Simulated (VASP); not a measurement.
# KF in VASP: further runs, part 2 of 2

VASP 6.6.1.

### Step 3. G0W0 quasiparticle levels, PBE

This run uses another cell than the first one, of 19.37 Å³/atom.

File POSCAR:

```
KF
1.0
    0.0000000000      2.6855501609      2.6855501609
    2.6855501609      0.0000000000      2.6855501609
    2.6855501609      2.6855501609      0.0000000000
K F
1 1
Direct
    0.0000000000      0.0000000000      0.0000000000
    0.5000000000      0.5000000000      0.5000000000
```

File INCAR.step1:

```
SYSTEM = KF
PREC     = Accurate       ! precision mode
ENCUT    = 500            ! plane-wave cutoff, eV
EDIFF    = 1E-8           ! SCF threshold, eV
ISMEAR   = 0              ! smearing method
SIGMA    = 0.01           ! smearing width, eV
LREAL    = .False.        ! projectors in reciprocal space
LASPH    = .True.         ! aspherical terms in the spheres
NELM     = 100            ! most SCF steps
ALGO     = Normal         ! electronic algorithm
LWAVE    = .True.         ! write WAVECAR
LCHARG   = .False.        ! write CHGCAR
GGA      = PE             ! functional
```

File INCAR.step2:

```
SYSTEM = KF
PREC     = Accurate       ! precision mode
ENCUT    = 500            ! plane-wave cutoff, eV
EDIFF    = 1E-8           ! SCF threshold, eV
ISMEAR   = 0              ! smearing method
SIGMA    = 0.01           ! smearing width, eV
LREAL    = .False.        ! projectors in reciprocal space
LASPH    = .True.         ! aspherical terms in the spheres
NELM     = 1              ! most SCF steps
ALGO     = Exact          ! electronic algorithm
LWAVE    = .True.         ! write WAVECAR
LCHARG   = .False.        ! write CHGCAR
GGA      = PE             ! functional
NBANDS   = 169            ! bands
LOPTICS  = .True.         ! frequency-dependent dielectric function
ISTART   = 1
```

File INCAR.step3:

```
SYSTEM = KF
PREC     = Accurate       ! precision mode
ENCUT    = 500            ! plane-wave cutoff, eV
EDIFF    = 1E-8           ! SCF threshold, eV
ISMEAR   = 0              ! smearing method
SIGMA    = 0.01           ! smearing width, eV
LREAL    = .False.        ! projectors in reciprocal space
LASPH    = .True.         ! aspherical terms in the spheres
ALGO     = EVGW0          ! electronic algorithm
LWAVE    = .False.        ! write WAVECAR
LCHARG   = .False.        ! write CHGCAR
GGA      = PE             ! functional
NELMGW   = 1            
NBANDS   = 169            ! bands
ENCUTGW  = 150.0          ! cutoff of the response function
NOMEGA   = 96             ! frequency points
PRECFOCK = Fast         
ISTART   = 1            
NBANDSGW = 16           
OMEGAMAX = 30
```

File KPOINTS:

```
Automatic mesh
0
Gamma
  4 4 4
  0 0 0
```

Potentials or basis: VASP PAW PBE potentials, release 64 (K_sv_GW, F_GW).

The run is started by

```bash
$ cat potpaw_PBE.64/K_sv_GW/POTCAR potpaw_PBE.64/F_GW/POTCAR > POTCAR
$ cp INCAR.step1 INCAR
$ mpirun -np 1 vasp_std > vasp.out
$ cp INCAR.step2 INCAR
$ mpirun -np 1 vasp_std > vasp.out
$ cp INCAR.step3 INCAR
$ mpirun -np 1 vasp_std > vasp.out
```

OUTCAR:

```text
SYSTEM = KF
   PREC = Accurate
   ENCUT = 500
   EDIFF = 1E-8
   ISMEAR = 0
   LREAL = .False.
   LASPH = .True.
   GGA = PE
   NELMGW = 1
   ENCUTGW = 150.0
   PRECFOCK = Fast
   ISTART = 1

 ion  position               nearest neighbor table
   1  0.000  0.000  0.000-   2 2.69   2 2.69   2 2.69   2 2.69   2 2.69   2 2.69
   2  0.500  0.500  0.500-   1 2.69   1 2.69   1 2.69   1 2.69   1 2.69   1 2.69

  LATTYP: Found a face centered cubic cell.
 ALAT       =     5.3711003218

  Lattice vectors:

 A1 = (   0.0000000000,   2.6855501609,   2.6855501609)
[... 154 lines left out ...]
   ENCUTLF             =  -1.0    cutoff for local field effects
   NELMGW              =     1    number of iterations in solving QP/BSE equation
   NELMHF              =     1    number of iterations in the inner HF iteration
   NKREDLFX            =     1    NKREDLFY  =   1   NKREDLFZ  =   1
 non-spin polarized calculation
 Gauss-broadening in eV      SIGMA  =   0.01
  energy-cutoff  :      500.00
  volume of cell :       38.74
 maximum number of plane-waves:       992
  NGX = 16; NGY = 16; NGZ = 16
   NGX = 13   NGY = 13   NGZ = 13
 maximum number of plane-waves:       169

 QP shifts <psi_nk| G(iteration)W_0 |psi_nk>: iteration 1
 for sc-GW calculations column KS-energies equals QP-energies in previous step
 and V_xc(KS)=  KS-energies - (<T + V_ion + V_H > + <T+V_H+V_ion>^1  + <V_x>^1)

 k-point   1 :       0.0000    0.0000    0.0000
  band No.  KS-energies  QP-energies   sigma(KS)   V_xc(KS)     V^pw_x(r,r')   Z            occupation Imag(sigma)

      1     -26.6791     -28.8542     -21.8076     -18.4326     -30.7056       0.6445       2.0000       0.5586
      2     -19.1548     -23.1829     -28.1778     -22.9957     -37.0150       0.7773       2.0000       0.7046
      3      -9.9401     -13.5070     -22.2802     -18.0420     -24.9088       0.8416       2.0000       0.0700
      4      -9.9401     -13.5070     -22.2802     -18.0420     -24.9088       0.8416       2.0000       0.0700
      5      -9.9401     -13.5070     -22.2802     -18.0420     -24.9088       0.8416       2.0000       0.0700
      6      -0.5154      -2.9388     -24.8191     -21.7177     -29.4922       0.7814       2.0000       0.0879
[... 135 lines left out ...]
      2     -19.1949     -23.3207     -28.1684     -22.9674     -37.0112       0.7933       2.0000       0.7148
      3     -10.3076     -13.8938     -21.7837     -17.4836     -24.4792       0.8340       2.0000       0.0962
      4     -10.3076     -13.8938     -21.7837     -17.4836     -24.4792       0.8340       2.0000       0.0962
      5     -10.0255     -13.5993     -22.1990     -17.9436     -24.8120       0.8398       2.0000       0.0631
      6      -0.9097      -3.3972     -23.9906     -20.7914     -28.5803       0.7776       2.0000       0.0922
[... 8 lines left out ...]
     15      15.3094      17.8567      -8.9126     -11.9390      -5.3489       0.8417       0.0000      -0.1170
     16      15.3094      17.8567      -8.9126     -11.9390      -5.3489       0.8417       0.0000      -0.1170
```

OUTCAR.step2:

```text
SYSTEM = KF
   PREC = Accurate
   ENCUT = 500
   EDIFF = 1E-8
[... 721 lines left out ...]
  --------------------------------------------------------------------------------------------------------------
     0.00000     2.09319     2.09319     2.09319     0.00000     0.00000    -0.00000
     2.07944     2.12279     2.12279     2.12279     0.00000     0.00000    -0.00000
     4.15888     2.23741     2.23741     2.23741     0.00000     0.00000    -0.00000
     6.23831     2.23252     2.23252     2.23252     0.00000     0.00000    -0.00000
     8.31775     2.02192     2.02192     2.02192     0.00000     0.00000    -0.00000
    10.39719     0.99881     0.99881     0.99881     0.00000    -0.00000    -0.00000
[... 92 lines left out ...]
   203.78490     0.98694     0.98694     0.98694    -0.00000    -0.00000     0.00000
   205.86434     0.98723     0.98723     0.98723    -0.00000    -0.00000     0.00000
```

It took 1.9 min on 1 thread of Intel Xeon Platinum 8488C (Sapphire Rapids), shared host; peak memory 0.42 GiB.

What came out:

```yaml
Quasiparticle_gap: 9.57 eV
Least_direct_quasiparticle_gap: 9.57 eV
Band_gap_of_the_starting_levels_on_the_mesh: 6.10 eV
Least_direct_gap_of_the_starting_levels_on_the_mesh: 6.10 eV
```

Caveat: the k points lie up to 0.51 Å⁻¹ apart; the cutoff is under 1.25 times the usual one of these potentials, so pressure, stress and relaxed cells hold a basis-set (Pulay) error; bands, screening cutoff and mesh are small and nothing is extrapolated, so the quasiparticle values aren't converged.
